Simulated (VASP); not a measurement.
# Sb (P2_1/m) in VASP: notebook

The runs below take Sb through single point, with PBEsol.

Program: VASP 6.6.1. These are calculated values, not measurements. Logs are shortened: lines on timing, memory, paths and dates and some standing lists are left out, and cuts for length are marked.

## (1) The cell of the first run

Symmetry: P2_1/m, No. 11, monoclinic system. The conventional cell has a = 3.122 Å, b = 4.348 Å, c = 4.406 Å, α = 90.00°, β = 90.51°, γ = 90.00°. Sb (site symmetry m) has 6 Sb at 3.04 to 3.15 Å within 4.0 Å.

## (2) Single point, PBEsol

Contents of INCAR:

```
SYSTEM = Sb
ALGO = Normal ; EDIFF = 1E-6
ENCUT = 500 ; GGA = PS
GGA_COMPAT = .False. ; ISIF = 2
ISMEAR = 1 ; LASPH = .True.
LCHARG = .False. ; LREAL = .False.
LWAVE = .False. ; NBANDS = 12
NELM = 120 ; PREC = Accurate
SIGMA = 0.1
```

Contents of KPOINTS:

```
k-points
0
Gamma
  6 4 4
  0 0 0
```

Contents of POSCAR:

```
Sb
1.0
    3.1224020000      0.0000000000      0.0000000000
    0.0000000000      4.3475180000      0.0000000000
   -0.0389150000      0.0000000000      4.4058520000
Sb
2
Direct
    0.9886110000      0.7500000000      0.7588340000
    0.0113890000      0.2500000000      0.2411660000
```

Potentials or basis: VASP PAW PBE potentials, release 64 (Sb).

Started as:

```bash
> cat potpaw_PBE.64/Sb/POTCAR > POTCAR
> mpirun -np 1 vasp_std > vasp.out
```

OUTCAR:

```text
SYSTEM = Sb
   EDIFF = 1E-6
   ENCUT = 500
   GGA = PS
   ISIF = 2
   ISMEAR = 1
   LASPH = .True.
   LREAL = .False.
   NELM = 120
   PREC = Accurate

 ion  position               nearest neighbor table
   1  0.989  0.750  0.759-   2 3.04   2 3.04   2 3.15   2 3.15
   2  0.011  0.250  0.241-   1 3.04   1 3.04   1 3.15   1 3.15

  LATTYP: Found a simple monoclinic cell.
 ALAT       =     3.1224020000
 B/A-ratio  =     1.3923633152
 C/A-ratio  =     1.4111007668
 COS(beta)  =    -0.0088322263

  Lattice vectors:

 A1 = (   3.1224020000,   0.0000000000,   0.0000000000)
 A2 = (   0.0000000000,   4.3475180000,   0.0000000000)
 A3 = (  -0.0389150000,   0.0000000000,   4.4058520000)

Analysis of symmetry for initial positions (statically):
=====================================================================
 Subroutine PRICEL returns:
 Original cell was already a primitive cell.

 Routine SETGRP: Setting up the symmetry group for a
 simple monoclinic supercell.

 Subroutine GETGRP returns: Found  4 space group operations
 (whereof  2 operations were pure point group operations)
 out of a pool of  4 trial point group operations.

The static configuration has the point symmetry S_2 .
 The point group associated with its full space group is C_2h.

Analysis of symmetry for dynamics (positions and initial velocities):
=====================================================================
 Subroutine PRICEL returns:
 Original cell was already a primitive cell.

 Routine SETGRP: Setting up the symmetry group for a
 simple monoclinic supercell.

 Subroutine GETGRP returns: Found  4 space group operations
 (whereof  2 operations were pure point group operations)
 out of a pool of  4 trial point group operations.

The dynamic configuration has the point symmetry S_2 .
 The point group associated with its full space group is C_2h.

 Subroutine INISYM returns: Found  4 space group operations
 (whereof  2 operations are pure point group operations),
 and found     1 'primitive' translations

----------------------------------------------------------------------------------------

                                     Primitive cell

  volume of cell :      59.8081

  direct lattice vectors                    reciprocal lattice vectors
     3.122402000  0.000000000  0.000000000     0.320266257  0.000000000  0.002828774
     0.000000000  4.347518000  0.000000000     0.000000000  0.230016299  0.000000000
    -0.038915000  0.000000000  4.405852000     0.000000000  0.000000000  0.226970856

  length of vectors
     3.122402000  4.347518000  4.406023856     0.320278749  0.230016299  0.226970856

  position of ions in fractional coordinates (direct lattice)
     0.988611000  0.750000000  0.758834000
     0.011389000  0.250000000  0.241166000

  ion indices of the primitive-cell ions
   primitive index   ion index
                 1           1
                 2           2

----------------------------------------------------------------------------------------

 KPOINTS: k-points

Automatic generation of k-mesh.
 Grid dimensions read from file:
 generate k-points for:    6    4    4

 Generating k-lattice:

  Cartesian coordinates                     Fractional coordinates (reciprocal lattice)
     0.053377709  0.000000000  0.000471462     0.166666667  0.000000000  0.000000000
     0.000000000  0.057504075  0.000000000     0.000000000  0.250000000  0.000000000
     0.000000000  0.000000000  0.056742714     0.000000000  0.000000000  0.250000000

  Length of vectors
     0.053379791  0.057504075  0.056742714

  Shift w.r.t. Gamma in fractional coordinates (k-lattice)
     0.000000000  0.000000000  0.000000000

 Subroutine IBZKPT returns following result:
 ===========================================

 Found     42 irreducible k-points:

 Following reciprocal coordinates:
            Coordinates               Weight
  0.000000  0.000000  0.000000      1.000000
  0.166667  0.000000  0.000000      2.000000
  0.333333  0.000000  0.000000      2.000000
  0.500000  0.000000  0.000000      1.000000
  0.000000  0.250000  0.000000      2.000000
  0.166667  0.250000  0.000000      4.000000
[... 16 lines left out ...]
 -0.333333  0.250000  0.250000      4.000000
 -0.166667  0.250000  0.250000      4.000000
 [... further k-points ...]
   k-points           NKPTS =     42   k-points in BZ     NKDIM =     42   number of bands    NBANDS=     12
   number of dos      NEDOS =    301   number of ions     NIONS =      2
   total plane-waves  NPLWV =  24576
   dimension x,y,z NGX =    24 NGY =   32 NGZ =   32
   dimension x,y,z NGXF=    48 NGYF=   64 NGZF=   64
   ions per type =               2
   NGX,Y,Z   is equivalent  to a cutoff of  12.78, 12.24, 12.07 a.u.
   NGXF,Y,Z  is equivalent  to a cutoff of  25.56, 24.47, 24.15 a.u.
 SYSTEM =  Sb
   PREC   = accura    normal or accurate (medium, high low for compatibility)
   ISTART =      0    job   : 0-new  1-cont  2-samecut
   ICHARG =      2    charge: 1-file 2-atom 10-const
   ISPIN  =      1    spin polarized calculation?
   LNONCOLLINEAR =      F non collinear calculations
   LSORBIT =      F    spin-orbit coupling
   LASPH  =      T    aspherical Exc in radial PAW
   ENCUT  =  500.0 eV  36.75 Ry    6.06 a.u.   5.69  7.93  8.03*2*pi/ulx,y,z
   NELM   =    120;   NELMIN=  2; NELMDL= -5     # of ELM steps
   EDIFF  = 0.1E-05   stopping-criterion for ELM
   LREAL  =      F    real-space projection
   EDIFFG = 0.1E-04   stopping-criterion for IOM
   NSW    =      0    number of steps for IOM
   IBRION =     -1    ionic relax: 0-MD 1-quasi-New 2-CG
   NFREE  =      0    steps in history (QN), initial steepest desc. (CG)
   ISIF   =      2    stress and relaxation
   ISYM   =      2    0-nonsym 1-usesym 2-fastsym
   POTIM  = 0.5000    time-step for ionic-motion
   TEBEG  =    0.0;   TEEND  =   0.0 temperature during run
   PSTRESS=    0.0 pullay stress
   NELECT =      10.0000    total number of electrons
   NUPDOWN=      -1.0000    fix difference up-down
   EMIN   =  10.00;   EMAX   =-10.00  energy-range for DOS
   EFERMI =   0.00;   METHOD = LEGACY
   ISMEAR =     1;   SIGMA  =   0.10  broadening in eV -4-tet -1-fermi 0-gaus
   EFERMI_NEDOS =   21; number of points for ismear=-14 and -15
   IALGO  =     38    algorithm
   IMIX   =      4    mixing-type and parameters
     AMIX     =   0.40;   BMIX     =  1.00
     AMIX_MAG =   1.60;   BMIX_MAG =  1.00
  volume/ion in A,a.u.               =      29.90       201.80
  Fermi-wavevector in a.u.,A,eV,Ry     =   0.901893  1.704330 11.067117  0.813410
  Thomas-Fermi vector in A             =   2.025029
   LORBIT       =      0    0 simple, 1 ext, 2 COOP (PROOUT), +10 PAW based schemes
   GGA     = PS    functional components
   LHFCALC =     F    Hartree Fock is set to
   AEXX    =    0.0000 exact exchange contribution
   IVDW    =     0    specifies the selected vdW correction
   LEPSILON=     F    determine dielectric tensor
   LRPA    =     F    only Hartree local field effects (RPA)
 non-spin polarized calculation
 Methfessel and Paxton  Order N= 1 SIGMA  =   0.10
  energy-cutoff  :      500.00
  volume of cell :       59.81
 maximum number of plane-waves:      1536
   NGX = 11   NGY = 15   NGZ = 17

 number of electron      10.0000000 magnetization

 number of electron       9.9999999 magnetization

 Free energy of the ion-electron system (eV)
  ---------------------------------------------------
  ext. energy  EPLUGINS =         0.00000000
  ---------------------------------------------------
  free energy    TOTEN  =        -9.07551001 eV

  energy without entropy =       -9.07477014  energy(sigma->0) =       -9.07526338

 E-fermi :   6.8610     XC(G=0):  -9.7415

 val. band max:        6.8563492037   @ k =   0.1667   0.0000   0.0000
 cond. band min:       7.1395069508   @ k =   0.5000   0.2500   0.2500
 fundamental gap:      0.2831577472
 Fermi energy:         6.8610333876

 k-point     1 :       0.0000    0.0000    0.0000
  band No.  band energies     occupation
      1      -5.4319      2.00000
      2      -0.3610      2.00000
      3       3.3843      2.00000
      4       3.5154      2.00000
      5       9.0260      0.00000
      6      10.0497      0.00000
      7      10.2743      0.00000
      8      10.4048      0.00000
      9      13.6706      0.00000
     10      13.9750      0.00000
     11      14.2723      0.00000
     12      15.1119      0.00000

 k-point     2 :       0.1667    0.0000    0.0000
  band No.  band energies     occupation
      1      -5.0421      2.00000
      2       0.0473      2.00000
      3       3.7430      2.00000
      4       3.8739      2.00000
      5       6.8563      1.07919
      6       9.4014      0.00000
      7      10.6493      0.00000
      8      10.7768      0.00000
      9      11.3430      0.00000
     10      14.2884      0.00000
     11      15.0357      0.00000
     12      16.1796      0.00000

 k-point     3 :       0.3333    0.0000    0.0000
  band No.  band energies     occupation
      1      -3.9760      2.00000
      2       1.2238      2.00000
      3       3.1872      2.00000
      4       4.6420      2.00000
      5       4.7691      2.00000
      6       7.5621     -0.00000
      7      10.4799      0.00000
      8      11.5692      0.00000
      9      11.7089      0.00000
     10      13.0907      0.00000
     11      13.2431      0.00000
     12      15.1803      0.00000
[... 286 lines left out ...]
 k-point    23 :      -0.3333    0.2500    0.2500
  band No.  band energies     occupation
      1      -3.0946      2.00000
      2      -0.5304      2.00000
      3       3.5007      2.00000
      4       4.0327      2.00000
      5       6.1487      2.00000
      6       6.4315      2.00000
      7       8.6856     -0.00000
      8      11.2834      0.00000
      9      12.4425      0.00000
     10      13.5521      0.00000
     11      13.6817      0.00000
     12      16.1594      0.00000

 k-point    24 :      -0.1667    0.2500    0.2500
  band No.  band energies     occupation
      1      -4.1629      2.00000
      2      -1.6512      2.00000
      3       2.5628      2.00000
      4       5.3922      2.00000
      5       7.5436     -0.00000
      6       7.7735     -0.00000
      7       9.9981      0.00000
      8      11.4875      0.00000
      9      12.4455      0.00000
     10      14.7434      0.00000
     11      15.3432      0.00000
     12      16.7584      0.00000

 [... further k-points ...]

------------------------ aborting loop because EDIFF is reached ----------------------------------------

  FORCE on cell =-STRESS in cart. coord.  units (eV):
  Direction    XX          YY          ZZ          XY          YZ          ZX
  --------------------------------------------------------------------------------------
  -------------------------------------------------------------------------------------
  Total       -2.2005212      0.2291954      0.0228794      0.0000000      0.0000000      0.0178480
  in kB      -58.9489437      6.1398304      0.6129088      0.0000000      0.0000000      0.4781247
  external PRESSURE =     -17.3987348 kB  Pullay stress =       0.0000000 kB

 VOLUME and BASIS-vectors are now :
 -----------------------------------------------------------------------------
  energy-cutoff  :      500.00
  volume of cell :       59.81
      direct lattice vectors                 reciprocal lattice vectors
     3.122402000  0.000000000  0.000000000     0.320266257  0.000000000  0.002828774
     0.000000000  4.347518000  0.000000000     0.000000000  0.230016299  0.000000000
    -0.038915000  0.000000000  4.405852000     0.000000000  0.000000000  0.226970856

 POSITION                                       TOTAL-FORCE (eV/Angst)
 -----------------------------------------------------------------------------------
      3.05731      3.26064      3.34331         0.031059      0.000000     -0.057319
      0.02618      1.08688      1.06254        -0.031059     -0.000000      0.057319
 -----------------------------------------------------------------------------------
    total drift:                               -0.000000      0.000000      0.000000

  FREE ENERGIE OF THE ION-ELECTRON SYSTEM (eV)
  ---------------------------------------------------
  free  energy   TOTEN  =        -9.0755100065 eV

  energy  without entropy=       -9.0747701396  energy(sigma->0) =       -9.07526338
```

Run time: 9.3 s. Hardware: 1 thread of AMD EPYC 9R45 (Zen 5), shared host; peak memory 0.14 GiB.

What came out:

| Property | Result |
| --- | --- |
| Free energy | -9.0755 eV |
| Pressure | -1.7 GPa |
| Largest force | 0.065 eV/Å |
| Band gap on the k mesh | zero (band 5 reaches 12.07 eV, above the bottom of band 6 at 3.49 eV) |

Forces in eV/Å, atoms in the order of the input:
```
Sb   0.031  0.000 -0.057
Sb  -0.031  0.000  0.057
```

Caveat: the k points lie up to 0.36 Å⁻¹ apart; the PAW data sets were made with another functional, which shifts forces and pressure a little; spin-orbit coupling is left out, which moves the levels of the heavy elements.

(Part 1 of 2 ends here.)
